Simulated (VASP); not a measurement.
In3Se:

```
In Se
1.0
     4.83557    0.00000    0.00000
     0.00000    4.83557    0.00000
     0.00000    0.00000    4.83557
In Se
3 1
Direct
  0.50000 0.50000 0.00000
  0.50000 0.00000 0.50000
  0.00000 0.50000 0.50000
  0.00000 0.00000 0.00000
```

Base run:

* Program: VASP 6.6.1
* Functional: PBEsol
* Potentials or basis: VASP PAW PBE potentials, release 64 (In_d, Se)
* Cutoff: 520 eV
* k mesh: 6 × 6 × 6
* Occupations: fermi-dirac, width 0.05 eV
* Spin: no spin polarisation

Its results: pressure -3.5 GPa.

Task: The run is repeated on the same cell with these changes: functional from PBEsol to PBE; further incar settings from ALGO = Normal; EDIFF = 1e-06; NBANDS = 30 to ALGO = Normal; EDIFF = 1e-07; NBANDS = 30. What comes out?

Result: Pressure -0.9 GPa.

Caveats: the PAW data sets were made with another functional, which shifts forces and pressure a little (some runs).
